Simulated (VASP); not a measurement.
Write the native input for VASP 6.6.1 that does the following.

- Task: single point
- Functional: pbe exchange, lda correlation
- Potentials or basis: VASP PAW PBE potentials, release 64 (Pt)
- Cutoff: 500 eV
- k mesh: 9 × 9 × 9
- Occupations: methfessel-paxton, width 0.01 eV
- Spin: non-collinear spin, typed start
- Starting moments: [[-0.051, -0.199, -0.079]] μB
- Dipole correction: no
- Further INCAR settings: ALGO = Normal; EDIFF = 1e-06; NBANDS = 21

The structure of Pt lies in POSCAR:

```
Pt
1.0
    0.0000000000      1.9738864712      1.9738864712
    1.9738864712      0.0000000000      1.9738864712
    1.9738864712      1.9738864712      0.0000000000
Pt
1
Direct
    0.0000000000      0.0000000000      0.0000000000
```

These files were run (other wordings do the same):

INCAR

```
PREC = Accurate ; ENCUT = 500
EDIFF = 1E-6 ; ISMEAR = 1
SIGMA = 0.01 ; LREAL = False
LASPH = True ; NELM = 200
ALGO = Normal ; ISIF = 2
LWAVE = False ; LCHARG = False
LNONCOLLINEAR = True ; MAGMOM = -0.051 -0.199 -0.079
LORBIT = 11 ; LMAXMIX = 4
GGA = LIBXC ; LIBXC1 = GGA_X_PBE
LIBXC2 = LDA_C_PW ; NBANDS = 21
GGA_COMPAT = False
```

KPOINTS

```
Automatic mesh
0
Gamma
  9 9 9
```

Potentials or basis: VASP PAW PBE potentials, release 64 (Pt).

The run is started by

```console
$ cat potpaw_PBE.64/Pt/POTCAR > POTCAR
$ mpirun -np 1 vasp_ncl > vasp.out
```

Results of the run:

```yaml
Pressure: 23.5 GPa
Band_gap_on_the_k_mesh: zero (bands 10 and 11 overlap by 2.01 eV)
Net_moment: 0.03 μB per cell
Valence_electrons_inside_the_program's_atomic_spheres: Pt 9.30
```

Caveat: the cell stands under pressure; the PAW data sets were made with another functional, which shifts forces and pressure a little; spin-orbit coupling is left out, which moves the levels of the heavy elements.

Run time: 2.8 min on 1 thread of Intel(R) Xeon(R) Platinum 8488C (Sapphire Rapids), on a shared host, peak memory 0.27 GiB.
